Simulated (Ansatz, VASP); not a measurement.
# One calculation of Te2Mo, two programs

File INCAR:

```
SYSTEM = Te2Mo
ALGO = Normal ; EDIFF = 1E-7
ENCUT = 520 ; GGA = PS
ISIF = 2 ; ISMEAR = -1
LASPH = .TRUE. ; LCHARG = .TRUE.
LELF = .TRUE. ; LREAL = .FALSE.
LVHAR = .TRUE. ; LWAVE = .FALSE.
NBANDS = 20 ; NELM = 60
PREC = Accurate ; SIGMA = 0.05
```

Contents of KPOINTS:

```
k-points
0
G
  9 9 2
  0 0 0
```

File POSCAR:

```
Te2Mo
1.0
    3.5602328140      0.0000000000      0.0000000000
   -1.7801164070      3.0832520603      0.0000000000
    0.0000000000      0.0000000000     17.5240578200
Te Mo
2 1
Direct
    0.3333333333      0.6666666667      0.1021445500
    0.3333333333      0.6666666667      0.8978554500
    0.0000000000      0.0000000000      0.0000000000
```

The input input.yaml:

```yaml
crystal:
  lattice:
    - [3.560232814, 0.0, 0.0]
    - [-1.780116407, 3.0832520603, 0.0]
    - [0.0, 0.0, 17.52405782]
  atoms:
    - { symbol: Te, position: [0.3333333333, 0.6666666667, 0.10214455] }
    - { symbol: Te, position: [0.3333333333, 0.6666666667, 0.89785545] }
    - { symbol: Mo, position: [0.0, 0.0, 0.0] }
kpoints:
  mp_grid: { grid: [9, 9, 2] }
scf:
  occupations: { method: fermi_dirac, width: 0.05 }
hamiltonian:
  xc: pbesol
  pseudopotentials: { kind: all_electron, lapw: { basis_error: 0.001 } }
output:
  forces: true
  stress: true
  eigenvalues: true
  populations: true
```

Alike in both runs: task single point; functional PBEsol; k mesh 9 × 9 × 2; occupations fermi-dirac, width 0.05 eV; no spin polarisation.

```csv
,VASP,Ansatz
version,VASP 6.6.1,Ansatz 0.2.0
potentials or method,"VASP PAW PBE potentials, release 64 (Te, Mo_sv), cutoff 520 eV","all-electron LAPW, scalar-relativistic"
```

```csv
,VASP,Ansatz,Ansatz less VASP
gap on the k mesh at the Fermi level (eV),1.05,1.05,+0.002
least direct gap on the mesh (eV),1.05,1.05,+0.002
rms of the force components (eV/Å),0.069,0.082,+0.0136
```

VASP's potentials were made for PBE, not for PBEsol. Atom by atom the forces differ by 0.014 eV/Å (rms over components). Ansatz ran all-electron here, and VASP with PAW potentials.

Neither program's run includes spin-orbit coupling.
